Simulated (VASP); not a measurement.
Runs of VASP 6.6.1 on HgTe (Coloradoite). It takes space group F-43m (No. 216, cubic). Conventional cell: a = 6.653 Å, b = 6.653 Å, c = 6.653 Å, α = 90.00°, β = 90.00°, γ = 90.00°. Within 3.8 Å of Hg (site symmetry -43m) lie 4 Te at 2.88 Å. Within 3.8 Å of Te (site symmetry -43m) lie 4 Hg at 2.88 Å. 

```csv
task,cell,cutoff (eV),smearing,gap on the mesh (eV),pressure (GPa),relaxed volume (Å³/atom)
single point,as given,520,gaussian 0.1 eV,none,0.0,-
relaxation of cell and atoms,relaxed,600,gaussian 0.1 eV,none,0.0,(a)
single point,as given,520,fermi-dirac 0.15 eV,none,0.0,-
relaxation of cell and atoms,relaxed,600,fermi-dirac 0.15 eV,none,0.0,36.88
```

Alike in all rows: level PBE; potentials or basis VASP PAW PBE potentials, release 64 (Hg, Te); no spin polarisation; k mesh 12 × 12 × 12.

Fill in the values left out.

(a) 36.84.

Caveats: spin-orbit coupling is left out, which moves the levels of the heavy elements.

A k mesh can miss the band edges, and the runs leave out spin-orbit coupling on Hg, Te.

A gap of «none» marks levels without a gap at the run's occupations.
